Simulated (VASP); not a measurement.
# Fe (P6_3/mmc) in VASP: notebook, part 2 of 2

VASP 6.6.1. Earlier steps stand in the parts before.

### 4 Single point, PBEsol (strain +0.0100 x Voigt [0, 0, 1, 0, 0, 0])

File INCAR:

```
SYSTEM = Fe
ALGO = Fast ; EDIFF = 1E-6
ENCUT = 520 ; GGA = PS
ISIF = 2 ; ISMEAR = 0
LASPH = .True. ; LCHARG = .False.
LREAL = .False. ; LWAVE = .False.
NBANDS = 15 ; NELM = 80
PREC = Accurate ; SIGMA = 0.15
```

File KPOINTS:

```
k-points
0
Gamma
  24 24 12
  0 0 0
```

File POSCAR:

```
Fe
1.0
    2.4341575853      0.0000000000      0.0000000000
   -1.2170787927      2.1080423057      0.0000000000
    0.0000000000      0.0000000000      3.8803538147
Fe
2
Direct
    0.3333333333      0.6666666667      0.2500000000
    0.6666666667      0.3333333333      0.7500000000
```

Potentials or basis: VASP PAW PBE potentials, release 64 (Fe).

Command:

```console
cat potpaw_PBE.64/Fe/POTCAR > POTCAR
mpirun -np 1 vasp_std > vasp.out
```

OUTCAR:

```text
SYSTEM = Fe
   EDIFF = 1E-6
   ENCUT = 520
   GGA = PS
   ISIF = 2
   ISMEAR = 0
   LASPH = .True.
   LREAL = .False.
   NELM = 80
   PREC = Accurate

 ion  position               nearest neighbor table
   1  0.333  0.667  0.250-   2 2.40   2 2.40   2 2.40   2 2.40   2 2.40   2 2.40
   2  0.667  0.333  0.750-   1 2.40   1 2.40   1 2.40   1 2.40   1 2.40   1 2.40

  LATTYP: Found a hexagonal cell.
 ALAT       =     2.4341575853
 C/A-ratio  =     1.5941259671

  Lattice vectors:

 A1 = (   2.4341575853,   0.0000000000,   0.0000000000)
 A2 = (  -1.2170787927,   2.1080423057,   0.0000000000)
 A3 = (   0.0000000000,   0.0000000000,   3.8803538147)

Analysis of symmetry for initial positions (statically):
=====================================================================
 Subroutine PRICEL returns:
 Original cell was already a primitive cell.

 Routine SETGRP: Setting up the symmetry group for a
 hexagonal supercell.

 Subroutine GETGRP returns: Found 24 space group operations
 (whereof 12 operations were pure point group operations)
 out of a pool of 24 trial point group operations.

The static configuration has the point symmetry D_3d.
 The point group associated with its full space group is D_6h.

Analysis of symmetry for dynamics (positions and initial velocities):
=====================================================================
 Subroutine PRICEL returns:
 Original cell was already a primitive cell.

 Routine SETGRP: Setting up the symmetry group for a
 hexagonal supercell.

 Subroutine GETGRP returns: Found 24 space group operations
 (whereof 12 operations were pure point group operations)
 out of a pool of 24 trial point group operations.

The dynamic configuration has the point symmetry D_3d.
 The point group associated with its full space group is D_6h.

 Subroutine INISYM returns: Found 24 space group operations
 (whereof 12 operations are pure point group operations),
 and found     1 'primitive' translations

----------------------------------------------------------------------------------------

                                     Primitive cell

  volume of cell :      19.9113

  direct lattice vectors                    reciprocal lattice vectors
     2.434157585  0.000000000  0.000000000     0.410819746  0.237186891  0.000000000
    -1.217078793  2.108042306  0.000000000     0.000000000  0.474373781  0.000000000
     0.000000000  0.000000000  3.880353815     0.000000000  0.000000000  0.257708458

  length of vectors
     2.434157585  2.434157585  3.880353815     0.474373781  0.474373781  0.257708458

  position of ions in fractional coordinates (direct lattice)
     0.333333333  0.666666667  0.250000000
     0.666666667  0.333333333  0.750000000

  ion indices of the primitive-cell ions
   primitive index   ion index
                 1           1
                 2           2

----------------------------------------------------------------------------------------

 KPOINTS: k-points

Automatic generation of k-mesh.
 Grid dimensions read from file:
 generate k-points for:   24   24   12

 Generating k-lattice:

  Cartesian coordinates                     Fractional coordinates (reciprocal lattice)
     0.017117489  0.009882787  0.000000000     0.041666667 -0.000000000  0.000000000
     0.000000000  0.019765574  0.000000000     0.000000000  0.041666667  0.000000000
     0.000000000  0.000000000  0.021475705     0.000000000  0.000000000  0.083333333

  Length of vectors
     0.019765574  0.019765574  0.021475705

  Shift w.r.t. Gamma in fractional coordinates (k-lattice)
     0.000000000  0.000000000  0.000000000

 Subroutine IBZKPT returns following result:
 ===========================================

 Found    427 irreducible k-points:

 Following reciprocal coordinates:
            Coordinates               Weight
  0.000000  0.000000  0.000000      1.000000
  0.041667 -0.000000  0.000000      6.000000
  0.083333  0.000000  0.000000      6.000000
  0.125000 -0.000000  0.000000      6.000000
  0.166667 -0.000000  0.000000      6.000000
  0.208333 -0.000000  0.000000      6.000000
[... 16 lines left out ...]
  0.416667  0.041667  0.000000     12.000000
  0.458333  0.041667  0.000000     12.000000
 [... further k-points ...]
   k-points           NKPTS =    427   k-points in BZ     NKDIM =    427   number of bands    NBANDS=     15
   number of dos      NEDOS =    301   number of ions     NIONS =      2
   total plane-waves  NPLWV =   9720
   dimension x,y,z NGX =    18 NGY =   18 NGZ =   30
   dimension x,y,z NGXF=    36 NGYF=   36 NGZF=   60
   ions per type =               2
   NGX,Y,Z   is equivalent  to a cutoff of  12.29, 12.29, 12.85 a.u.
   NGXF,Y,Z  is equivalent  to a cutoff of  24.59, 24.59, 25.71 a.u.
 SYSTEM =  Fe
   PREC   = accura    normal or accurate (medium, high low for compatibility)
   ISTART =      0    job   : 0-new  1-cont  2-samecut
   ICHARG =      2    charge: 1-file 2-atom 10-const
   ISPIN  =      1    spin polarized calculation?
   LNONCOLLINEAR =      F non collinear calculations
   LSORBIT =      F    spin-orbit coupling
   LASPH  =      T    aspherical Exc in radial PAW
   ENCUT  =  520.0 eV  38.22 Ry    6.18 a.u.   4.53  4.53  7.21*2*pi/ulx,y,z
   NELM   =     80;   NELMIN=  2; NELMDL= -5     # of ELM steps
   EDIFF  = 0.1E-05   stopping-criterion for ELM
   LREAL  =      F    real-space projection
   EDIFFG = 0.1E-04   stopping-criterion for IOM
   NSW    =      0    number of steps for IOM
   IBRION =     -1    ionic relax: 0-MD 1-quasi-New 2-CG
   NFREE  =      0    steps in history (QN), initial steepest desc. (CG)
   ISIF   =      2    stress and relaxation
   ISYM   =      2    0-nonsym 1-usesym 2-fastsym
   POTIM  = 0.5000    time-step for ionic-motion
   TEBEG  =    0.0;   TEEND  =   0.0 temperature during run
   PSTRESS=    0.0 pullay stress
   NELECT =      16.0000    total number of electrons
   NUPDOWN=      -1.0000    fix difference up-down
   EMIN   =  10.00;   EMAX   =-10.00  energy-range for DOS
   EFERMI =   0.00;   METHOD = LEGACY
   ISMEAR =     0;   SIGMA  =   0.15  broadening in eV -4-tet -1-fermi 0-gaus
   EFERMI_NEDOS =   21; number of points for ismear=-14 and -15
   IALGO  =     68    algorithm
   IMIX   =      4    mixing-type and parameters
     AMIX     =   0.40;   BMIX     =  1.00
     AMIX_MAG =   1.60;   BMIX_MAG =  1.00
  volume/ion in A,a.u.               =       9.96        67.18
  Fermi-wavevector in a.u.,A,eV,Ry     =   1.522001  2.876166 31.517735  2.316488
  Thomas-Fermi vector in A             =   2.630640
   LORBIT       =      0    0 simple, 1 ext, 2 COOP (PROOUT), +10 PAW based schemes
   GGA     = PS    functional components
   LHFCALC =     F    Hartree Fock is set to
   AEXX    =    0.0000 exact exchange contribution
   IVDW    =     0    specifies the selected vdW correction
   LEPSILON=     F    determine dielectric tensor
   LRPA    =     F    only Hartree local field effects (RPA)
 non-spin polarized calculation
 RMM-DIIS sequential band-by-band and
 Gauss-broadening in eV      SIGMA  =   0.15
  energy-cutoff  :      520.00
  volume of cell :       19.91
 maximum number of plane-waves:       553
   NGX =  9   NGY =  9   NGZ = 15

 number of electron      16.0000012 magnetization

 Free energy of the ion-electron system (eV)
  ---------------------------------------------------
  ext. energy  EPLUGINS =         0.00000000
  ---------------------------------------------------
  free energy    TOTEN  =       -17.87841109 eV

  energy without entropy =      -17.85026860  energy(sigma->0) =      -17.86433984

 E-fermi :   7.0051     XC(G=0): -14.0899

 val. band max:        7.0039983057   @ k =   0.2500   0.0417   0.1667
 cond. band min:       7.0054308822   @ k =   0.2917   0.0833   0.0833
 fundamental gap:      0.0014325765
 Fermi energy:         7.0050692949

 k-point     1 :       0.0000    0.0000    0.0000
  band No.  band energies     occupation
      1      -2.0858      2.00000
      2       1.9058      2.00000
      3       5.2965      2.00000
      4       5.2965      2.00000
      5       5.3674      2.00000
      6       5.7675      2.00000
      7       5.7675      2.00000
      8       6.1730      2.00000
      9       6.1730      2.00000
     10       7.4160      0.00011
     11       7.7456      0.00000
     12       7.7456      0.00000
     13      15.8730      0.00000
     14      29.2001      0.00000
[... 401 lines left out ...]
      2       2.4687      2.00000
      3       2.7089      2.00000
      4       4.8533      2.00000
      5       5.0123      2.00000
      6       5.3907      2.00000
      7       5.8650      2.00000
      8       7.8811      0.00000
      9       8.0574      0.00000
     10       8.0938      0.00000
     11       9.7182      0.00000
     12      12.1847      0.00000
     13      18.3469      0.00000
     14      19.1487      0.00000
     15      22.5042      0.00000

 [... further k-points ...]
[... 5 lines left out ...]
  --------------------------------------------------------------------------------------
  -------------------------------------------------------------------------------------
  Total       -0.4179184     -0.4179184     -0.9245245      0.0000000     -0.0000000      0.0000000
  in kB      -33.6281353    -33.6281353    -74.3925912      0.0000000     -0.0000000      0.0000000
  external PRESSURE =     -47.2162873 kB  Pullay stress =       0.0000000 kB

 VOLUME and BASIS-vectors are now :
 -----------------------------------------------------------------------------
  energy-cutoff  :      520.00
  volume of cell :       19.91
      direct lattice vectors                 reciprocal lattice vectors
     2.434157585  0.000000000  0.000000000     0.410819746  0.237186891  0.000000000
    -1.217078793  2.108042306  0.000000000     0.000000000  0.474373781  0.000000000
     0.000000000  0.000000000  3.880353815     0.000000000  0.000000000  0.257708458

 POSITION                                       TOTAL-FORCE (eV/Angst)
 -----------------------------------------------------------------------------------
     -0.00000      1.40536      0.97009         0.000000      0.000000      0.000000
      1.21708      0.70268      2.91027        -0.000000      0.000000      0.000000
 -----------------------------------------------------------------------------------
    total drift:                                0.000000     -0.000000     -0.000000

  FREE ENERGIE OF THE ION-ELECTRON SYSTEM (eV)
  ---------------------------------------------------
  free  energy   TOTEN  =       -17.8784110901 eV

  energy  without entropy=      -17.8502685974  energy(sigma->0) =      -17.86433984
```

stdout:

```text
POSCAR found type information on POSCAR Fe
 POSCAR found :  1 types and       2 ions
 scaLAPACK will be used
 -----------------------------------------------------------------------------
|                                                                             |
|                                                                             |
|     You enforced a specific xc type in the INCAR file but a different       |
|     I HOPE YOU KNOW WHAT YOU ARE DOING!                                     |
|                                                                             |
 -----------------------------------------------------------------------------

 LDA part: xc-table for (Slater+PW92), standard interpolation
 POSCAR, INCAR and KPOINTS ok, starting setup
 FFT: planning ... GRIDC
 FFT: planning ... GRID_SOFT
 FFT: planning ... GRID
 WAVECAR not read
 entering main loop
```

Run time: 75 s. Hardware: 1 thread of Intel Xeon Platinum 8488C (Sapphire Rapids), shared host; peak memory 0.22 GiB.

What came out:

```yaml
Free_energy: -17.8784 eV
Pressure: -4.7 GPa
Band_gap_on_the_k_mesh: zero (bands 8 and 9 overlap by 1.96 eV)
```

Levels at points of the mesh, in eV from the Fermi level:
| k point | band 6 | band 7 | band 8 | band 9 | band 10 | band 11 |
| --- | --- | --- | --- | --- | --- | --- |
| (0.00, 0.00, 0.00) | -1.24 | -1.24 | -0.83 | -0.83 | 0.41 | 0.74 |
| (0.50, 0.00, 0.00) | -1.61 | -1.14 | 0.88 | 1.10 | 1.10 | 2.77 |
| (0.00, 0.00, 0.50) | -1.82 | -1.82 | -1.82 | 0.33 | 0.33 | 0.33 |
| (0.50, 0.00, 0.50) | -0.65 | 0.11 | 0.11 | 1.02 | 1.02 | 2.53 |

Caveat: the cell differs from its parent crystal (strain +0.0100 x Voigt [0, 0, 1, 0, 0, 0]); the cell stands under tension; the PAW data sets were made with another functional, which shifts forces and pressure a little; the run has no spin polarisation, though such a crystal can be magnetic. Spin polarisation is off, so any magnetic state and its effect on volume and gap are missing.

### 5 Summary

```tsv
cell	gap on the mesh (eV)	pressure (GPa)
a = 2.434, b = 2.434, c = 3.688 Å, angles 90.0, 90.0, 120.0°, 2 atoms	none	13.4
a = 2.434, b = 2.434, c = 3.765 Å, angles 90.0, 90.0, 120.0°, 2 atoms	none	5.2
a = 2.434, b = 2.434, c = 3.880 Å, angles 90.0, 90.0, 120.0°, 2 atoms	none	-4.7
```

Alike in all rows: task single point; level PBEsol; potentials or basis VASP PAW PBE potentials, release 64 (Fe); no spin polarisation; k mesh 24 × 24 × 12; cutoff (eV) 520; smearing gaussian 0.15 eV.

Caveats: the PAW data sets were made with another functional, which shifts forces and pressure a little; the run has no spin polarisation, though such a crystal can be magnetic; the cell stands under pressure (at least some runs); the cell stands under tension (at least some runs).

Total energies depend on the potentials used, so only differences within one code and one set of settings carry meaning.
